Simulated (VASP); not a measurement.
# Be16Cl in VASP: a series of runs, part 2 of 2

VASP 6.6.1. The steps go on from the part before.

### Step 3. Single point, PBE+D3(BJ)

The input, INCAR:

```
PREC     = Accurate       # precision mode
ENCUT    = 520            # plane-wave cutoff, eV
EDIFF    = 1E-7           # SCF threshold, eV
ISMEAR   = 0              # smearing method
SIGMA    = 0.05           # smearing width, eV
LREAL    = Auto         
LASPH    = T              # aspherical terms in the spheres
NELM     = 60             # most SCF steps
ALGO     = Normal         # electronic algorithm
ISIF     = 2              # what is computed and relaxed
LWAVE    = F              # write WAVECAR
LCHARG   = F              # write CHGCAR
GGA      = PE             # functional
IVDW     = 12             # dispersion correction
NBANDS   = 34             # bands
```

The input, KPOINTS:

```
Automatic mesh
0
Gamma
  5 5 1
```

The input, POSCAR:

```
Be16Cl
1.0
    4.5800000000      0.0000000000      0.0000000000
    2.2900000000      3.9663960000      0.0000000000
    0.0000000000      0.0000000000     16.3826450000
Be Cl
16 1
Direct
   -0.1666666667      0.3333333333      0.0610402044
    0.3333333333      0.3333333333      0.0610402044
   -0.1666666667      0.8333333333      0.0610402044
    0.3333333333      0.8333333333      0.0610402044
   -0.0028443958      0.0056887915      0.1731642235
    0.5000000000      0.0000000000      0.1703886033
   -0.0028443960      0.4971556042      0.1731642235
    0.5056887918      0.4971556042      0.1731642235
   -0.1666666667      0.3333333333      0.2845259114
    0.3346298504      0.3307402993      0.2807879924
   -0.1692597480      0.8346299764      0.2807879924
    0.3346297716      0.8346299764      0.2807879924
    0.0091620958     -0.0183241915      0.3954122793
    0.5000000000      0.0000000000      0.3803642818
    0.0091621205      0.5091622218      0.3954122793
    0.4816756576      0.5091622218      0.3954122793
    0.8333333333      0.3333333333      0.4949076294
```

Potentials or basis: VASP PAW PBE potentials, release 64 (Be, Cl).

Started as:

```console
> cat potpaw_PBE.64/Be/POTCAR potpaw_PBE.64/Cl/POTCAR > POTCAR
> mpirun -np 1 vasp_std > vasp.out
```

Run time: 63 s. Hardware: 1 thread of Intel Xeon 6975P-C (Granite Rapids), shared host; peak memory 0.38 GiB.

Results (log left out):

| Item | Value |
| --- | --- |
| Free energy | -63.9161 eV |
| Largest force | 0.250 eV/Å |
| Band gap on the k mesh | zero (an odd number of electrons rules out a gap without spin polarisation) |
| Dispersion energy per atom | -0.255 eV |

Forces on the atoms (eV/Å):
```
Be   0.000  0.000  0.250
Be   0.000  0.087 -0.091
Be   0.076 -0.044 -0.091
Be  -0.076 -0.044 -0.091
Be   0.000 -0.002  0.003
Be   0.000  0.000  0.006
Be   0.002  0.001  0.003
Be  -0.002  0.001  0.003
Be   0.000  0.000 -0.015
Be   0.000  0.004 -0.002
Be   0.003 -0.002 -0.002
Be  -0.003 -0.002 -0.002
Be   0.000  0.012  0.011
Be   0.000  0.000  0.003
Be  -0.010 -0.006  0.011
Be   0.010 -0.006  0.011
Cl   0.000  0.000 -0.004
```

Levels at points of the mesh, in eV from the Fermi level:
| k point | band 16 | band 17 | band 18 | band 19 | band 20 | band 21 | band 22 | band 23 | band 24 | band 25 |
| --- | --- | --- | --- | --- | --- | --- | --- | --- | --- | --- |
| (0.00, 0.00, 0.00) | -2.34 | -2.32 | -1.94 | -1.86 | -1.86 | -0.02 | 2.44 | 2.54 | 2.54 | 2.67 |

Caveat: an odd number of electrons without spin polarisation forces a metal; a magnetic or distorted state may lie lower.

### Step 4. Single point, PBE+D3(BJ)

The input, INCAR:

```
PREC = Accurate
ENCUT = 520
EDIFF = 1E-6
ISMEAR = 0
SIGMA = 0.05
LREAL = Auto
LASPH = T
NELM = 100
ALGO = Normal
ISIF = 2
LWAVE = F
LCHARG = F
GGA = PE
IVDW = 12
NBANDS = 34
```

The input, KPOINTS:

```
regular mesh
0
Gamma
  5 5 1
```

The input, POSCAR:

```
Be16Cl
1.0
    4.5800000000      0.0000000000      0.0000000000
    2.2900000000      3.9663960000      0.0000000000
    0.0000000000      0.0000000000     16.3826450000
Be Cl
16 1
Direct
   -0.1666667000      0.3333333000      0.0610402000
    0.3333333000      0.3333333000      0.0610402000
   -0.1666667000      0.8333333000      0.0610402000
    0.3333333000      0.8333333000      0.0610402000
    0.0008610378     -0.0004265111      0.1725935941
    0.4995988675     -0.0003949268      0.1725923915
   -0.0000036284      0.4999963782      0.1718081202
    0.4995488632      0.5009041066      0.1725973295
   -0.1700893794      0.3299914006      0.2823865400
    0.3402526598      0.3299638899      0.2823947507
   -0.1701210744      0.8403418753      0.2823944814
    0.3333470452      0.8333963860      0.2778525963
    0.0101608519     -0.0050360512      0.3956620367
    0.4949715015     -0.0050143448      0.3956495655
    0.0000020744      0.5000810611      0.3792612369
    0.4949455647      0.5101823048      0.3956866945
    0.6666720110      0.1668892393      0.4972160203
```

Potentials or basis: VASP PAW PBE potentials, release 64 (Be, Cl).

Started as:

```console
> cat potpaw_PBE.64/Be/POTCAR potpaw_PBE.64/Cl/POTCAR > POTCAR
> mpirun -np 1 vasp_std > vasp.out
```

OUTCAR:

```text
PREC = Accurate
   ENCUT = 520
   EDIFF = 1E-6
   ISMEAR = 0
   LREAL = Auto
   LASPH = T
   NELM = 100
   ISIF = 2
   GGA = PE
   IVDW = 12
 IVDW          = 12

 ion  position               nearest neighbor table
   1  0.833  0.333  0.061-   7 2.25   5 2.26   8 2.26   3 2.29   3 2.29   4 2.29   4 2.29   2 2.29
                             2 2.29
   2  0.333  0.333  0.061-   7 2.25   6 2.26   8 2.26   4 2.29   3 2.29   4 2.29   3 2.29   1 2.29
[... 693 lines left out ...]
  -------------------------------------------------------------------------------------
  Total     -12.19190   -12.19539     0.05030     0.00108    -0.00686    -0.00529
  in kB     -65.63512   -65.65394     0.27080     0.00584    -0.03695    -0.02847
  external pressure =      -43.67 kB  Pullay stress =        0.00 kB

 VOLUME and BASIS-vectors are now :
 -----------------------------------------------------------------------------
  energy-cutoff  :      520.00
  volume of cell :      297.61
      direct lattice vectors                 reciprocal lattice vectors
     4.580000000  0.000000000  0.000000000     0.218340611 -0.126059022  0.000000000
     2.290000000  3.966396000  0.000000000     0.000000000  0.252118044  0.000000000
     0.000000000  0.000000000 16.382645000     0.000000000  0.000000000  0.061040204

 POSITION                                       TOTAL-FORCE (eV/Angst)
 -----------------------------------------------------------------------------------
      4.58000      1.32213      1.00000        -0.121977     -0.070151     -0.026541
      2.29000      1.32213      1.00000         0.122167     -0.069942     -0.026495
      5.72500      3.30533      1.00000         0.000277      0.140828     -0.026589
      3.43500      3.30533      1.00000         0.000207      0.000196      0.052357
      2.29297      3.96470      2.82754        -0.003835      0.003313     -0.003270
      4.57726      3.96483      2.82752         0.003522      0.002449     -0.003213
[... 9 lines left out ...]
      3.43517      2.02359      6.48239         0.000272     -0.001457      0.003807
      3.43553      0.66195      8.14571        -0.000897     -0.001969      0.008738
 -----------------------------------------------------------------------------------
    total drift:                               -0.000343     -0.000282      0.003405

  FREE ENERGIE OF THE ION-ELECTRON SYSTEM (eV)
  ---------------------------------------------------
  free  energy   TOTEN  =       -63.8363703893 eV

  energy  without entropy=      -63.8309743922  energy(sigma->0) =      -63.83367239
```

OSZICAR:

```text
N       E                     dE             d eps       ncg     rms          rms(c)
DAV:   1     0.120459693669E+03    0.12046E+03   -0.13684E+04   884   0.882E+02
DAV:   2    -0.502491392695E+02   -0.17071E+03   -0.16370E+03  1188   0.176E+02
DAV:   3    -0.630406901236E+02   -0.12792E+02   -0.12477E+02  1144   0.422E+01
DAV:   4    -0.634449887598E+02   -0.40430E+00   -0.40329E+00  1128   0.834E+00
[... 13 lines left out ...]
DAV:  18    -0.595016131195E+02   -0.17679E-03   -0.25454E-05  1106   0.253E-02    0.291E-03
DAV:  19    -0.595016295831E+02   -0.16464E-04   -0.10018E-05   992   0.150E-02    0.586E-03
DAV:  20    -0.595016350108E+02   -0.54277E-05   -0.10865E-06   802   0.608E-03    0.250E-03
DAV:  21    -0.595016363169E+02   -0.13062E-05   -0.57398E-07   976   0.323E-03    0.708E-04
DAV:  22    -0.595016365164E+02   -0.19942E-06   -0.99084E-08   758   0.150E-03
   1 F= -.63836370E+02 E0= -.63833672E+02  d E =-.539600E-02
```

It took 2.8 min on 1 thread of Intel Xeon 6975P-C (Granite Rapids), shared host; peak memory 0.4 GiB.

What came out:

- Free energy: -63.8364 eV
- Largest force: 0.143 eV/Å
- Band gap on the k mesh: zero (an odd number of electrons rules out a gap without spin polarisation)
- Dispersion energy per atom: -0.255 eV

Forces in eV/Å, atoms in the order of the input:
```
Be  -0.122 -0.070 -0.027
Be   0.122 -0.070 -0.026
Be   0.000  0.141 -0.027
Be   0.000  0.000  0.052
Be  -0.004  0.003 -0.003
Be   0.004  0.002 -0.003
Be   0.001  0.001  0.010
Be   0.001 -0.005 -0.004
Be  -0.001 -0.001 -0.002
Be  -0.001  0.000 -0.004
Be   0.000 -0.001 -0.004
Be   0.000  0.000 -0.004
Be  -0.002  0.002  0.006
Be   0.002  0.002  0.007
Be   0.001  0.000  0.016
Be   0.000 -0.001  0.004
Cl  -0.001 -0.002  0.009
```

Caveat: an odd number of electrons without spin polarisation forces a metal; a magnetic or distorted state may lie lower.
